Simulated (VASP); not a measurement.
# HfN (F-43m) in VASP: notebook

Runs on HfN. Level: PBE. Tasks: single point.

All numbers are computed with VASP 6.6.1; they aren't measurements. Logs are shortened: lines on timing, memory, paths and dates and some standing lists are left out, and cuts for length are marked.

### Step 1. The cell of the first run

It takes space group F-43m (No. 216, cubic). The conventional cell has a = 4.990 Å, b = 4.990 Å, c = 4.990 Å, α = 90.00°, β = 90.00°, γ = 90.00°. Within 2.9 Å of Hf (site symmetry -43m) lie 4 N at 2.16 Å. N (site symmetry -43m) has 4 Hf at 2.16 Å within 2.9 Å.

### Step 2. Single point, PBE

INCAR

```
SYSTEM = HfN
ALGO = Normal
EDIFF = 1E-6
ENCUT = 520
GGA = PE
ISIF = 2
ISMEAR = -1
LASPH = .True.
LCHARG = .False.
LREAL = .False.
LWAVE = .False.
NBANDS = 14
NELM = 60
PREC = Accurate
SIGMA = 0.05
```

KPOINTS

```
k-points
0
Gamma
  8 8 8
  0 0 0
```

POSCAR

```
HfN
1.0
    0.0000000000      2.4950701046      2.4950701046
    2.4950701046      0.0000000000      2.4950701046
    2.4950701046      2.4950701046      0.0000000000
Hf N
1 1
Direct
    0.0000000000      0.0000000000      0.0000000000
    0.7500000000      0.7500000000      0.7500000000
```

Potentials or basis: VASP PAW PBE potentials, release 64 (Hf_pv, N).

The run is started by

```bash
$ cat potpaw_PBE.64/Hf_pv/POTCAR potpaw_PBE.64/N/POTCAR > POTCAR
$ mpirun -np 1 vasp_std > vasp.out
```

OUTCAR:

```text
SYSTEM = HfN
   EDIFF = 1E-6
   ENCUT = 520
   GGA = PE
   ISIF = 2
   ISMEAR = -1
   LASPH = .True.
   LREAL = .False.
   NELM = 60
   PREC = Accurate

 ion  position               nearest neighbor table
   1  0.000  0.000  0.000-   2 2.16   2 2.16   2 2.16   2 2.16
   2  0.750  0.750  0.750-   1 2.16   1 2.16   1 2.16   1 2.16

  LATTYP: Found a face centered cubic cell.
 ALAT       =     4.9901402092

  Lattice vectors:

 A1 = (   0.0000000000,   2.4950701046,   2.4950701046)
 A2 = (   2.4950701046,   0.0000000000,   2.4950701046)
 A3 = (   2.4950701046,   2.4950701046,   0.0000000000)

Analysis of symmetry for initial positions (statically):
=====================================================================
 Subroutine PRICEL returns:
 Original cell was already a primitive cell.

 Routine SETGRP: Setting up the symmetry group for a
 face centered cubic supercell.

 Subroutine GETGRP returns: Found 24 space group operations
 (whereof 24 operations were pure point group operations)
 out of a pool of 48 trial point group operations.

The static configuration has the point symmetry T_d .

Analysis of symmetry for dynamics (positions and initial velocities):
=====================================================================
 Subroutine PRICEL returns:
 Original cell was already a primitive cell.

 Routine SETGRP: Setting up the symmetry group for a
 face centered cubic supercell.

 Subroutine GETGRP returns: Found 24 space group operations
 (whereof 24 operations were pure point group operations)
 out of a pool of 48 trial point group operations.

The dynamic configuration has the point symmetry T_d .

 Subroutine INISYM returns: Found 24 space group operations
 (whereof 24 operations are pure point group operations),
 and found     1 'primitive' translations

----------------------------------------------------------------------------------------

                                     Primitive cell

  volume of cell :      31.0655

  direct lattice vectors                    reciprocal lattice vectors
     0.000000000  2.495070105  2.495070105    -0.200395171  0.200395171  0.200395171
     2.495070105  0.000000000  2.495070105     0.200395171 -0.200395171  0.200395171
     2.495070105  2.495070105  0.000000000     0.200395171  0.200395171 -0.200395171

  length of vectors
     3.528561981  3.528561981  3.528561981     0.347094618  0.347094618  0.347094618

  position of ions in fractional coordinates (direct lattice)
     0.000000000  0.000000000  0.000000000
     0.750000000  0.750000000  0.750000000
[... 88 lines left out ...]
   NELECT =      15.0000    total number of electrons
   NUPDOWN=      -1.0000    fix difference up-down
   EMIN   =  10.00;   EMAX   =-10.00  energy-range for DOS
   EFERMI =   0.00;   METHOD = LEGACY
   ISMEAR =    -1;   SIGMA  =   0.05  broadening in eV -4-tet -1-fermi 0-gaus
   EFERMI_NEDOS =   21; number of points for ismear=-14 and -15
   IALGO  =     38    algorithm
   IMIX   =      4    mixing-type and parameters
     AMIX     =   0.40;   BMIX     =  1.00
     AMIX_MAG =   1.60;   BMIX_MAG =  1.00
  volume/ion in A,a.u.               =      15.53       104.82
  Fermi-wavevector in a.u.,A,eV,Ry     =   1.284338  2.427046 22.443121  1.649523
  Thomas-Fermi vector in A             =   2.416537
   LORBIT       =      0    0 simple, 1 ext, 2 COOP (PROOUT), +10 PAW based schemes
   GGA     = PE    functional components
   LHFCALC =     F    Hartree Fock is set to
   AEXX    =    0.0000 exact exchange contribution
   IVDW    =     0    specifies the selected vdW correction
   LEPSILON=     F    determine dielectric tensor
   LRPA    =     F    only Hartree local field effects (RPA)
 non-spin polarized calculation
  energy-cutoff  :      520.00
  volume of cell :       31.07
 maximum number of plane-waves:       869
 NGX is ok and might be reduce to    28
   NGX = 13   NGY = 13   NGZ = 13

 number of electron      14.9999998 magnetization

 Free energy of the ion-electron system (eV)
  ---------------------------------------------------
  ext. energy  EPLUGINS =         0.00000000
  ---------------------------------------------------
  free energy    TOTEN  =       -21.18270281 eV

  energy without entropy =      -21.17750611  energy(sigma->0) =      -21.18010446

 E-fermi :   5.3762     XC(G=0): -10.9904

 val. band max:        5.3650740087   @ k =  -0.3750   0.2500   0.1250
 cond. band min:       5.5733870568   @ k =   0.1250   0.1250   0.0000
 fundamental gap:      0.2083130482
 Fermi energy:         5.3762179128

 k-point     1 :       0.0000    0.0000    0.0000
  band No.  band energies     occupation
      1     -25.8958      2.00000
      2     -25.8958      2.00000
      3     -25.8958      2.00000
      4     -10.5171      2.00000
      5       0.1707      2.00000
      6       0.1707      2.00000
      7       0.1707      2.00000
      8       4.5603      2.00000
      9       7.5314      0.00000
     10       7.5314      0.00000
     11      11.6637      0.00000
     12      11.6637      0.00000
     13      11.6637      0.00000
     14      17.4738      0.00000
[... 377 lines left out ...]
      1     -26.2336      2.00000
      2     -26.0424      2.00000
      3     -25.9760      2.00000
      4      -9.3608      2.00000
      5       0.0306      2.00000
      6       0.3581      2.00000
      7       1.2117      2.00000
      8       5.3651      1.11098
      9       7.1883      0.00000
     10       8.1392      0.00000
     11      10.8137      0.00000
     12      10.9770      0.00000
     13      11.8589      0.00000
     14      14.8187      0.00000

 [... further k-points ...]

------------------------ aborting loop because EDIFF is reached ----------------------------------------

  FORCE on cell =-STRESS in cart. coord.  units (eV):
  Direction    XX          YY          ZZ          XY          YZ          ZX
  --------------------------------------------------------------------------------------
  -------------------------------------------------------------------------------------
  Total       -1.7337624     -1.7337624     -1.7337624     -0.0000000     -0.0000000     -0.0000000
  in kB      -89.4173726    -89.4173726    -89.4173726     -0.0000000     -0.0000000     -0.0000000
  external PRESSURE =     -89.4173726 kB  Pullay stress =       0.0000000 kB

 VOLUME and BASIS-vectors are now :
 -----------------------------------------------------------------------------
  energy-cutoff  :      520.00
  volume of cell :       31.07
      direct lattice vectors                 reciprocal lattice vectors
     0.000000000  2.495070105  2.495070105    -0.200395171  0.200395171  0.200395171
     2.495070105  0.000000000  2.495070105     0.200395171 -0.200395171  0.200395171
     2.495070105  2.495070105  0.000000000     0.200395171  0.200395171 -0.200395171

 POSITION                                       TOTAL-FORCE (eV/Angst)
 -----------------------------------------------------------------------------------
      0.00000      0.00000      0.00000        -0.000000     -0.000000     -0.000000
      3.74261      3.74261      3.74261         0.000000      0.000000      0.000000
 -----------------------------------------------------------------------------------
    total drift:                                0.000000      0.000000      0.000000

  FREE ENERGIE OF THE ION-ELECTRON SYSTEM (eV)
  ---------------------------------------------------
  free  energy   TOTEN  =       -21.1827028146 eV

  energy  without entropy=      -21.1775061053  energy(sigma->0) =      -21.18010446
```

It took 12 s on 1 thread of Intel Xeon Platinum 8375C at 2.90GHz (Ice Lake), shared host; peak memory 0.16 GiB.

Results:

```yaml
Free_energy: -21.1827 eV
Pressure: -8.9 GPa
```

Caveat: spin-orbit coupling is left out, which moves the levels of the heavy elements.

### Step 3. Single point, PBE

This run uses another cell than the first one, of 15.90 Å³/atom, 1.024 times its volume.

INCAR

```
ALGO = Normal
EDIFF = 1E-7
ENCUT = 520
GGA = PE
ISIF = 2
ISMEAR = -1
LASPH = T
LCHARG = F
LREAL = F
LWAVE = F
NBANDS = 14
NELM = 80
PREC = Accurate
SIGMA = 0.05
```

KPOINTS

```
k-points
0
Gamma
  8 8 8
```

POSCAR

```
HfN
1.0
    0.0000000000      2.5147171349      2.5147171349
    2.5147171349      0.0000000000      2.5147171349
    2.5147171349      2.5147171349      0.0000000000
Hf N
1 1
Direct
    0.0000000000      0.0000000000      0.0000000000
    0.7500000000      0.7500000000      0.7500000000
```

Potentials or basis: VASP PAW PBE potentials, release 64 (Hf_pv, N).

The run is started by

```bash
$ cat potpaw_PBE.64/Hf_pv/POTCAR potpaw_PBE.64/N/POTCAR > POTCAR
$ mpirun -np 1 vasp_std > vasp.out
```

Run time: 13 s. Hardware: 1 thread of Intel Xeon Platinum 8375C at 2.90GHz (Ice Lake), shared host; peak memory 0.16 GiB.

Results (log left out):

- Free energy: -21.1335 eV
- Pressure: -12.4 GPa

Levels at points of the mesh, in eV from the Fermi level:
```
           k point  band 4  band 5  band 6  band 7  band 8  band 9  band 10  band 11  band 12  band 13
(0.00, 0.00, 0.00)  -15.77   -5.09   -5.09   -5.09   -0.86    2.11     2.11     6.14     6.14     6.14
(0.50, 0.00, 0.00)  -14.83   -5.51   -4.56   -4.56    1.43    2.55     2.55     4.01     4.86     4.86
(0.50, 0.50, 0.00)  -14.52   -6.47   -3.48   -3.48   -1.06    2.02     3.70     4.29     4.29     9.31
```

Caveat: spin-orbit coupling is left out, which moves the levels of the heavy elements.

### Step 4. Single point, PBE

This run uses another cell than the first one, of 16.27 Å³/atom, 1.048 times its volume.

INCAR

```
  ALGO = Normal
  EDIFF = 1E-6
  ENCUT = 520
  GGA = PE
  ISIF = 2
  ISMEAR = -1
  LASPH = T
  LCHARG = F
  LREAL = F
  LWAVE = F
  NBANDS = 14
  NELM = 60
  PREC = Accurate
  SIGMA = 0.05
```

KPOINTS is that of step 3.

POSCAR

```
HfN
1.0
    0.0000000000      2.5340618730      2.5340618730
    2.5340618730      0.0000000000      2.5340618730
    2.5340618730      2.5340618730      0.0000000000
Hf N
1 1
Direct
    0.0000000000      0.0000000000      0.0000000000
    0.7500000000      0.7500000000      0.7500000000
```

The run is started by

```bash
$ cat potpaw_PBE.64/Hf_pv/POTCAR potpaw_PBE.64/N/POTCAR > POTCAR
$ mpirun -np 1 vasp_std > vasp.out
```

Wall time 13 s (1 thread of Intel Xeon Platinum 8375C at 2.90GHz (Ice Lake), shared host); peak memory 0.16 GiB.

It converged, with:

```yaml
Free_energy: -21.0693 eV
Pressure: -15.5 GPa
```

Levels at points of the mesh, in eV from the Fermi level:
| k point | band 4 | band 5 | band 6 | band 7 | band 8 | band 9 | band 10 | band 11 | band 12 | band 13 |
| --- | --- | --- | --- | --- | --- | --- | --- | --- | --- | --- |
| (0.00, 0.00, 0.00) | -15.65 | -4.99 | -4.99 | -4.99 | -0.90 | 2.06 | 2.06 | 6.00 | 6.00 | 6.00 |
| (0.50, 0.00, 0.00) | -14.75 | -5.45 | -4.47 | -4.47 | 1.40 | 2.48 | 2.48 | 3.93 | 4.73 | 4.73 |
| (0.50, 0.50, 0.00) | -14.46 | -6.34 | -3.44 | -3.44 | -1.04 | 1.97 | 3.59 | 4.17 | 4.17 | 9.06 |

Caveat: spin-orbit coupling is left out, which moves the levels of the heavy elements.

### Step 5. The runs side by side

```csv
cell,gap on the mesh (eV),pressure (GPa)
"a = 3.529 Å, angles 60.0°, 2 atoms",none,-8.9
"a = 3.556 Å, angles 60.0°, 2 atoms",none,-12.4
"a = 3.584 Å, angles 60.0°, 2 atoms",none,-15.5
```

Alike in all rows: task single point; level PBE; potentials or basis VASP PAW PBE potentials, release 64 (Hf_pv, N); no spin polarisation; k mesh 8 × 8 × 8; cutoff (eV) 520; smearing fermi-dirac 0.05 eV.

Caveats: spin-orbit coupling is left out, which moves the levels of the heavy elements.

Absolute energies hang on the potentials; compare differences alone.
